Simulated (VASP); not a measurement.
## CrO2: relaxation of cell and atoms with PBE

The system is CrO2.

```
Cr O
1.0
     2.83140    0.00000    0.00000
    -1.41570    2.45206    0.00000
     0.00000    0.00000    4.54439
Cr O
1 2
Direct
  0.00000 0.00000 0.00000
  0.33333 0.66667 0.24584
  0.66667 0.33333 0.75416
```

```yaml
Program: VASP 6.6.1
Task: relaxation of cell and atoms
Functional: PBE
Potentials_or_basis: VASP PAW PBE potentials, release 64 (Cr_pv, O)
Cutoff: 600 eV
k_mesh: 12 × 12 × 4
Occupations: gaussian, width 0.1 eV
Spin: collinear spin, ferromagnetic start
Starting_moments: "[1.94, 0.0, 0.0] μB"
Dipole_correction: no
Further_INCAR_settings: ALGO = Normal; EDIFF = 1e-07; IBRION = 2; EDIFFG = -0.05; NSW = 100; ISIF = 3
```

```yaml
Relaxed_volume: 12.18 Å³/atom
Relaxed_cell: a = 2.895 Å, b = 2.895 Å, c = 5.034 Å, α = 90.00°, β = 90.00°, γ = 120.00°
Space_group_after_relaxing_to_0.1_Å: P-3m1 (No. 164)
Energy_gained_by_relaxing: 138.9 meV/atom
Ionic_steps: 14
Pressure_after_relaxing: 0.0 GPa
Largest_force_after_relaxing: 0.033 eV/Å
Band_gap_on_the_k_mesh: zero (filled and empty bands overlap)
Net_moment: 2.00 μB per cell
Site_moments: Cr +2.08; O -0.06 μB
Valence_electrons_inside_the_program's_atomic_spheres: Cr 10.86; O 5.00
```

Forces in eV/Å, atoms in the order of the input:
```
Cr   0.000  0.000  0.000
O    0.000  0.000 -0.033
O    0.000  0.000  0.033
```

Stress tensor (GPa, compression positive):
```
 0.12  0.00  0.00
 0.00  0.12  0.00
 0.00  0.00 -0.23
```

Step by step:
| step | energy change (eV) | largest force (eV/Å) | pressure (GPa) | volume (Å³) |
| --- | --- | --- | --- | --- |
| 1 | 0.0000 | 2.4271 | -11.08 | 31.55 |
| 2 | -0.0823 | 1.4991 | 30.18 | 28.32 |
| 3 | -0.2618 | 0.5117 | 8.13 | 29.72 |
| 4 | -0.3593 | 0.3700 | 0.53 | 31.26 |
| 5 | -0.3623 | 0.3380 | -0.98 | 31.59 |
| 6 | -0.3705 | 0.0702 | 2.32 | 31.61 |
| 7 | -0.3705 | 0.0486 | 2.16 | 31.61 |
| 8 | -0.3804 | 0.0460 | 1.31 | 32.11 |
| 9 | -0.3971 | 0.0432 | -0.65 | 33.64 |
| 10 | -0.3960 | 0.0793 | -2.86 | 36.76 |
| 11 | -0.4002 | 0.0871 | -1.91 | 35.43 |
| 12 | -0.4098 | 0.1740 | -0.01 | 35.65 |
| 13 | -0.4123 | 0.2585 | 1.75 | 35.84 |
| 14 | -0.4168 | 0.0334 | 0.00 | 36.54 |

Final structure:
```yaml
crystal:
  lattice:
    - [2.89516, 0.00000, 0.00000]
    - [-1.44758, 2.50728, 0.00000]
    - [0.00000, 0.00000, 5.03370]
  atoms:
    - { symbol: Cr, position: [0.00000, 0.00000, 0.00000] }
    - { symbol: O, position: [0.33333, 0.66667, 0.18916] }
    - { symbol: O, position: [0.66667, 0.33333, 0.81084] }
```

Levels at points of the mesh, in eV from the Fermi level:
Spin up:
```tsv
k point	band 11	band 12	band 13	band 14	band 15	band 16
(0.00, 0.00, 0.00)	-1.59	-1.29	-1.29	0.64	3.66	3.66
(0.50, 0.00, 0.00)	-2.35	-0.72	-0.58	-0.04	2.99	3.51
(0.00, 0.00, 0.50)	-1.60	-1.29	-1.29	0.79	3.68	3.68
(0.50, 0.00, 0.50)	-2.04	-0.75	-0.58	-0.08	2.98	3.48
```
Spin down:
```
           k point  band 7  band 8  band 9  band 10  band 11  band 12  band 13  band 14  band 15  band 16
(0.00, 0.00, 0.00)   -5.16   -5.16   -1.72    -1.67    -1.67     1.09     1.09     2.57     4.55     4.55
(0.50, 0.00, 0.00)   -4.44   -4.35   -3.33    -2.96    -2.42     1.28     1.96     2.12     4.01     4.46
(0.00, 0.00, 0.50)   -5.15   -5.01   -2.49    -1.68    -1.68     1.09     1.09     2.65     4.57     4.57
(0.50, 0.00, 0.50)   -4.61   -4.37   -3.25    -2.93    -2.11     1.26     1.96     2.11     4.00     4.43
```

It took 6.4 min on 1 thread of Intel(R) Xeon(R) Platinum 8559C (Emerald Rapids), with other jobs on the host, peak memory 0.23 GiB.

Caveat: the volume moved by over 15 % at a fixed basis, so the end points are rough; a cell with one magnetic atom can't hold antiferromagnetic order, which such compounds often take; semilocal functionals often make such compounds metallic where correlation or magnetic order opens a gap, which also shifts bond lengths; the relaxation stopped at a loose force limit of 0.05 eV/Å, so its end isn't a converged minimum. With open d or f shells a metallic result of PBE can be an artefact of self-interaction; +U or a hybrid may open a gap.
